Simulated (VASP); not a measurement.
Wanted: the native input for a VASP 6.6.1 run.

```yaml
Task: single point
Functional: PBE
Potentials_or_basis: VASP PAW PBE potentials, release 64 (Fe_sv)
Cutoff: 690 eV
k_mesh: 14 × 14 × 14
Occupations: gaussian, width 0.1 eV
Spin: no spin polarisation
Dipole_correction: no
Further_INCAR_settings: ALGO = Normal; EDIFF = 1e-06; NBANDS = 23
```

The structure of Fe lies in POSCAR:

```
Fe
1.0
    0.0000000000      2.4365235877      2.4365235877
    2.4365235877      0.0000000000      2.4365235877
    2.4365235877      2.4365235877      0.0000000000
Fe
2
Direct
    0.0000000000      0.0000000000      0.0000000000
    0.2500000000      0.2500000000      0.2500000000
```

This isn't the form of Fe at room conditions, which is bcc.

These files were run (other wordings do the same):

INCAR

```
SYSTEM = Fe
ALGO = Normal
EDIFF = 1E-6
ENCUT = 690
GGA = PE
GGA_COMPAT = .False.
ISIF = 2
ISMEAR = 0
LASPH = .True.
LCHARG = .True.
LELF = .True.
LREAL = .False.
LVHAR = .True.
LWAVE = .False.
NBANDS = 23
NELM = 120
PREC = Accurate
SIGMA = 0.1
```

KPOINTS

```
k-points
0
Gamma
  14 14 14
  0 0 0
```

Potentials or basis: VASP PAW PBE potentials, release 64 (Fe_sv).

Command:

```sh
$ cat potpaw_PBE.64/Fe_sv/POTCAR > POTCAR
$ mpirun -np 1 vasp_std > vasp.out
```

It gave:

The pressure is -1.2 GPa and the band gap on the k mesh is zero (bands 16 and 17 overlap by 0.68 eV).

Caveat: the run has no spin polarisation, though such a crystal can be magnetic.

Run time: 48 s on 1 thread of AMD EPYC 9R45 96-Core Processor (Zen 5), with other jobs on the host, peak memory 0.19 GiB.
